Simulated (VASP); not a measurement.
A run of VASP 6.6.1:

Contents of INCAR:

```
ALGO = Normal
EDIFF = 1E-6
ENCUT = 520
GGA = PE
ISIF = 2
ISMEAR = 0
LASPH = True
LCHARG = False
LREAL = False
LWAVE = False
NBANDS = 12
NELM = 60
PREC = Accurate
SIGMA = 0.1
```

KPOINTS

```
k-points
0
Gamma
  18 18 18
```

Contents of POSCAR:

```
Tl
1.0
    0.0000000000      2.0971773757      2.0971773757
    2.0971773757      0.0000000000      2.0971773757
    2.0971773757      2.0971773757      0.0000000000
Tl
1
Direct
    0.0000000000      0.0000000000      0.0000000000
```

Potentials or basis: VASP PAW PBE potentials, release 64 (Tl_d).

Run with:

```bash
$ cat potpaw_PBE.64/Tl_d/POTCAR > POTCAR
$ mpirun -np 1 vasp_std > vasp.out
```

Hardware: 1 thread of AMD EPYC 9R45 (Zen 5), on a shared host.

Estimate the wall time of this run.

Wall time 31 s on 1 thread of AMD EPYC 9R45 (Zen 5), on a shared host, peak memory 0.14 GiB. Counts: scf iterations 11, k points 195.
